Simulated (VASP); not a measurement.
# KAs2 (P4/nmm) in VASP: single point with PBE

Aim: the single point of KAs2 with PBE.

Everything below comes from runs of VASP 6.6.1. Logs are shortened: lines on timing, memory, paths and dates and some standing lists are left out, and cuts for length are marked.

### 1 The cell of the first run

It takes space group P4/nmm (No. 129, tetragonal). The conventional cell has a = 4.243 Å, b = 4.243 Å, c = 8.690 Å, α = 90.00°, β = 90.00°, γ = 90.00°. Within 4.0 Å of As (site symmetry 4mm) lie 5 K at 3.05 to 3.52 Å and 4 As at 3.57 Å. As (site symmetry -4m2) has 8 As at 3.00 to 3.57 Å and 4 K at 3.13 Å within 4.0 Å. K (site symmetry 4mm) has 9 As at 3.05 to 3.52 Å within 4.0 Å.

### 2 Single point, PBE

POSCAR

```
KAs2
1.0
    4.2430710000      0.0000000000      0.0000000000
    0.0000000000      4.2430710000      0.0000000000
    0.0000000000      0.0000000000      8.6903830000
As K
4 2
Direct
    0.0000000000      0.5000000000      0.3300000000
    0.5000000000      0.0000000000      0.6700000000
    0.0000000000      0.0000000000      0.0000000000
    0.5000000000      0.5000000000      0.0000000000
    0.0000000000      0.5000000000      0.7350000000
    0.5000000000      0.0000000000      0.2650000000
```

INCAR.step1

```
SYSTEM = KAs2
  PREC = Accurate
  ENCUT = 520
  EDIFF = 1E-6
  ISMEAR = 0
  SIGMA = 0.0388
  LREAL = .False.
  LASPH = .True.
  NELM = 80
  ALGO = Normal
  ISIF = 2
  LWAVE = .False.
  LCHARG = .True.
  GGA = PE
  NBANDS = 28
```

KPOINTS.step1

```
regular mesh
0
Gamma
  6 6 3
  0 0 0
```

INCAR.step2

```
SYSTEM = KAs2
  PREC = Accurate
  ENCUT = 520
  EDIFF = 1E-6
  ISMEAR = -5
  SIGMA = 0.0388
  LREAL = .False.
  LASPH = .True.
  NELM = 80
  ALGO = Normal
  ISIF = 2
  LWAVE = .False.
  LCHARG = .False.
  GGA = PE
  LORBIT = 10
  NEDOS = 1001
  ICHARG = 11
```

KPOINTS.step2

```
regular mesh
0
Gamma
  9 9 5
  0 0 0
```

Potentials or basis: VASP PAW PBE potentials, release 64 (As, K_sv).

Launch:

```console
$ cat potpaw_PBE.64/As/POTCAR potpaw_PBE.64/K_sv/POTCAR > POTCAR
$ cp INCAR.step1 INCAR
$ cp KPOINTS.step1 KPOINTS
$ mpirun -np 1 vasp_std > vasp.out
$ cp INCAR.step2 INCAR
$ cp KPOINTS.step2 KPOINTS
$ mpirun -np 1 vasp_std > vasp.out
```

OUTCAR:

```text
SYSTEM = KAs2
   PREC = Accurate
   ENCUT = 520
   EDIFF = 1E-6
   ISMEAR = -5
   LREAL = .False.
   LASPH = .True.
   NELM = 80
   ISIF = 2
   GGA = PE
   LORBIT = 10
   ICHARG = 11

 ion  position               nearest neighbor table
   1  0.000  0.500  0.330-   6 3.05   6 3.05   6 3.05   6 3.05
   2  0.500  0.000  0.670-   5 3.05   5 3.05   5 3.05   5 3.05
   3  0.000  0.000  0.000-   5 3.13   6 3.13   5 3.13   6 3.13
   4  0.500  0.500  0.000-   5 3.13   6 3.13   6 3.13   5 3.13
   5  0.000  0.500  0.735-   2 3.05   2 3.05   2 3.05   2 3.05   3 3.13   4 3.13   4 3.13   3 3.13

   6  0.500  0.000  0.265-   1 3.05   1 3.05   1 3.05   1 3.05   4 3.13   4 3.13   3 3.13   3 3.13

  LATTYP: Found a simple tetragonal cell.
 ALAT       =     4.2430710000
 C/A-ratio  =     2.0481351832

  Lattice vectors:

 A1 = (   4.2430710000,   0.0000000000,   0.0000000000)
 A2 = (   0.0000000000,   4.2430710000,   0.0000000000)
 A3 = (   0.0000000000,   0.0000000000,   8.6903830000)

Analysis of symmetry for initial positions (statically):
=====================================================================
 Subroutine PRICEL returns:
 Original cell was already a primitive cell.

 Routine SETGRP: Setting up the symmetry group for a
 simple tetragonal supercell.

 Subroutine GETGRP returns: Found 16 space group operations
 (whereof  8 operations were pure point group operations)
 out of a pool of 16 trial point group operations.

The static configuration has the point symmetry D_2d.
 The point group associated with its full space group is D_4h.

Analysis of symmetry for dynamics (positions and initial velocities):
=====================================================================
 Subroutine PRICEL returns:
 Original cell was already a primitive cell.

 Routine SETGRP: Setting up the symmetry group for a
 simple tetragonal supercell.

 Subroutine GETGRP returns: Found 16 space group operations
 (whereof  8 operations were pure point group operations)
 out of a pool of 16 trial point group operations.

The dynamic configuration has the point symmetry D_2d.
 The point group associated with its full space group is D_4h.

 Subroutine INISYM returns: Found 16 space group operations
 (whereof  8 operations are pure point group operations),
 and found     1 'primitive' translations

----------------------------------------------------------------------------------------

                                     Primitive cell

  volume of cell :     156.4586

  direct lattice vectors                    reciprocal lattice vectors
     4.243071000  0.000000000  0.000000000     0.235678357  0.000000000  0.000000000
     0.000000000  4.243071000  0.000000000     0.000000000  0.235678357  0.000000000
     0.000000000  0.000000000  8.690383000     0.000000000  0.000000000  0.115069727

  length of vectors
     4.243071000  4.243071000  8.690383000     0.235678357  0.235678357  0.115069727

  position of ions in fractional coordinates (direct lattice)
     0.000000000  0.500000000  0.330000000
     0.500000000  0.000000000  0.670000000
     0.000000000  0.000000000  0.000000000
     0.500000000  0.500000000  0.000000000
     0.000000000  0.500000000  0.735000000
     0.500000000  0.000000000  0.265000000

  ion indices of the primitive-cell ions
   primitive index   ion index
                 1           1
                 2           2
                 3           3
                 4           4
                 5           5
                 6           6

----------------------------------------------------------------------------------------

 KPOINTS: regular mesh

Automatic generation of k-mesh.
 Grid dimensions read from file:
 generate k-points for:    9    9    5

 Generating k-lattice:

  Cartesian coordinates                     Fractional coordinates (reciprocal lattice)
     0.026186484  0.000000000  0.000000000     0.111111111  0.000000000  0.000000000
     0.000000000  0.026186484  0.000000000     0.000000000  0.111111111  0.000000000
     0.000000000  0.000000000  0.023013945     0.000000000  0.000000000  0.200000000

  Length of vectors
     0.026186484  0.026186484  0.023013945

  Shift w.r.t. Gamma in fractional coordinates (k-lattice)
     0.000000000  0.000000000  0.000000000

 TETIRR: Found    593 inequivalent tetrahedra from     2430

 Subroutine IBZKPT returns following result:
 ===========================================

 Found     45 irreducible k-points:

 Following reciprocal coordinates:
            Coordinates               Weight
  0.000000  0.000000  0.000000      1.000000
  0.111111  0.000000  0.000000      4.000000
  0.222222  0.000000  0.000000      4.000000
  0.333333  0.000000  0.000000      4.000000
  0.444444  0.000000  0.000000      4.000000
  0.111111  0.111111  0.000000      4.000000
[... 16 lines left out ...]
  0.333333  0.111111  0.200000     16.000000
  0.444444  0.111111  0.200000     16.000000
 [... further k-points ...]
   k-points           NKPTS =     45   k-points in BZ     NKDIM =     45   number of bands    NBANDS=     23
   number of dos      NEDOS =   1001   number of ions     NIONS =      6
   total plane-waves  NPLWV =  71680
   dimension x,y,z NGX =    32 NGY =   32 NGZ =   70
   dimension x,y,z NGXF=    64 NGYF=   64 NGZF=  140
   ions per type =               4   2
   NGX,Y,Z   is equivalent  to a cutoff of  12.54, 12.54, 13.39 a.u.
   NGXF,Y,Z  is equivalent  to a cutoff of  25.08, 25.08, 26.78 a.u.
 SYSTEM =  KAs2
   PREC   = accura    normal or accurate (medium, high low for compatibility)
   ISTART =      0    job   : 0-new  1-cont  2-samecut
   ICHARG =     11    charge: 1-file 2-atom 10-const
   ISPIN  =      1    spin polarized calculation?
   LNONCOLLINEAR =      F non collinear calculations
   LSORBIT =      F    spin-orbit coupling
   LASPH  =      T    aspherical Exc in radial PAW
   ENCUT  =  520.0 eV  38.22 Ry    6.18 a.u.   7.89  7.89 16.16*2*pi/ulx,y,z
   NELM   =     80;   NELMIN=  2; NELMDL=  0     # of ELM steps
   EDIFF  = 0.1E-05   stopping-criterion for ELM
   LREAL  =      F    real-space projection
   EDIFFG = 0.1E-04   stopping-criterion for IOM
   NSW    =      0    number of steps for IOM
   IBRION =     -1    ionic relax: 0-MD 1-quasi-New 2-CG
   NFREE  =      0    steps in history (QN), initial steepest desc. (CG)
   ISIF   =      2    stress and relaxation
   ISYM   =      2    0-nonsym 1-usesym 2-fastsym
   POTIM  = 0.5000    time-step for ionic-motion
   TEBEG  =    0.0;   TEEND  =   0.0 temperature during run
   PSTRESS=    0.0 pullay stress
   NELECT =      38.0000    total number of electrons
   NUPDOWN=      -1.0000    fix difference up-down
   EMIN   =  10.00;   EMAX   =-10.00  energy-range for DOS
   EFERMI =   0.00;   METHOD = LEGACY
   ISMEAR =    -5;   SIGMA  =   0.04  broadening in eV -4-tet -1-fermi 0-gaus
   EFERMI_NEDOS =   21; number of points for ismear=-14 and -15
   IALGO  =     38    algorithm
   IMIX   =      4    mixing-type and parameters
     AMIX     =   0.40;   BMIX     =  1.00
     AMIX_MAG =   1.60;   BMIX_MAG =  1.00
  volume/ion in A,a.u.               =      26.08       175.97
  Fermi-wavevector in a.u.,A,eV,Ry     =   1.021416  1.930197 14.194844  1.043292
  Thomas-Fermi vector in A             =   2.155040
   LORBIT       =     10    0 simple, 1 ext, 2 COOP (PROOUT), +10 PAW based schemes
   GGA     = PE    functional components
   LHFCALC =     F    Hartree Fock is set to
   AEXX    =    0.0000 exact exchange contribution
   IVDW    =     0    specifies the selected vdW correction
   LEPSILON=     F    determine dielectric tensor
   LRPA    =     F    only Hartree local field effects (RPA)
 non-spin polarized calculation
 Fermi weights with tetrahedron method with Bloechl corrections
  energy-cutoff  :      520.00
  volume of cell :      156.46
 maximum number of plane-waves:      4242
 NGX is ok and might be reduce to    32

 number of electron      37.9999995 magnetization

 Free energy of the ion-electron system (eV)
  ---------------------------------------------------
  ext. energy  EPLUGINS =         0.00000000
  ---------------------------------------------------
  free energy    TOTEN  =       -17.13932042 eV

  energy without entropy =      -17.13932042  energy(sigma->0) =      -17.13932042

 E-fermi :   2.2265     XC(G=0):  -9.1109

 val. band max:        2.3774381484   @ k =   0.0000   0.0000   0.4000
 cond. band min:       2.1639402560   @ k =   0.2222   0.2222   0.2000
 fundamental gap:     -0.2134978924
 Fermi energy:         2.2264847137

 k-point     1 :       0.0000    0.0000    0.0000
  band No.  band energies     occupation
      1     -26.9063      2.00000
      2     -26.9032      2.00000
      3     -11.0655      2.00000
      4     -10.5761      2.00000
      5     -10.5079      2.00000
      6     -10.5079      2.00000
[... 15 lines left out ...]
     22       3.8203      0.00000
     23       5.5890      0.00000

 k-point     2 :       0.1111    0.0000    0.0000
  band No.  band energies     occupation
      1     -26.9051      2.00000
      2     -26.9022      2.00000
      3     -11.0355      2.00000
      4     -10.5751      2.00000
      5     -10.5580      2.00000
      6     -10.5521      2.00000
[... 15 lines left out ...]
     22       3.8389      0.00000
     23       5.1639      0.00000
[... 544 lines left out ...]
     22       2.9005      0.00000
     23       3.5492      0.00000

 k-point    24 :       0.4444    0.1111    0.2000
  band No.  band energies     occupation
      1     -26.8953      2.00000
      2     -26.8948      2.00000
      3     -10.9116      2.00000
      4     -10.8846      2.00000
      5     -10.6576      2.00000
      6     -10.6093      2.00000
[... 15 lines left out ...]
     22       2.9694      0.00000
     23       3.3768      0.00000

 [... further k-points ...]

------------------------ aborting loop because EDIFF is reached ----------------------------------------

  FORCE on cell =-STRESS in cart. coord.  units (eV):
  Direction    XX          YY          ZZ          XY          YZ          ZX
  --------------------------------------------------------------------------------------
  -------------------------------------------------------------------------------------
  Total        3.6690944      3.6690944     -0.4186650      0.0000000      0.0000000      0.0000000
  in kB       37.5724881     37.5724881     -4.2872388      0.0000000      0.0000000      0.0000000
  external PRESSURE =      23.6192458 kB  Pullay stress =       0.0000000 kB

 VOLUME and BASIS-vectors are now :
 -----------------------------------------------------------------------------
  energy-cutoff  :      520.00
  volume of cell :      156.46
      direct lattice vectors                 reciprocal lattice vectors
     4.243071000  0.000000000  0.000000000     0.235678357  0.000000000  0.000000000
     0.000000000  4.243071000  0.000000000     0.000000000  0.235678357  0.000000000
     0.000000000  0.000000000  8.690383000     0.000000000  0.000000000  0.115069727

 POSITION                                       TOTAL-FORCE (eV/Angst)
 -----------------------------------------------------------------------------------
      0.00000      2.12154      2.86783        -0.000000      0.000000     -0.448032
      2.12154      0.00000      5.82256         0.000000     -0.000000      0.448032
      0.00000      0.00000      0.00000         0.000000      0.000000     -0.000000
      2.12154      2.12154      0.00000         0.000000     -0.000000     -0.000000
      0.00000      2.12154      6.38743         0.000000     -0.000000     -1.034509
      2.12154      0.00000      2.30295         0.000000     -0.000000      1.034509
 -----------------------------------------------------------------------------------
    total drift:                                0.000000     -0.000000     -0.000000

  FREE ENERGIE OF THE ION-ELECTRON SYSTEM (eV)
  ---------------------------------------------------
  free  energy   TOTEN  =       -17.1393204201 eV

  energy  without entropy=      -17.1393204201  energy(sigma->0) =      -17.13932042

 total charge

# of ion       s       p       d       tot
------------------------------------------
    1        1.305   1.294   0.006   2.605
    2        1.305   1.294   0.006   2.605
    3        1.322   1.261   0.022   2.605
    4        1.322   1.261   0.022   2.605
    5        1.979   5.603   0.074   7.656
    6        1.979   5.603   0.074   7.656
--------------------------------------------------
tot          9.213  16.314   0.206  25.733
```

Run time: 2 min. Hardware: 1 thread of Intel Xeon Platinum 8488C (Sapphire Rapids), shared host; peak memory 0.32 GiB.

Results:

```
Valence electrons inside the program's atomic spheres : As 2.60; K 7.66
```
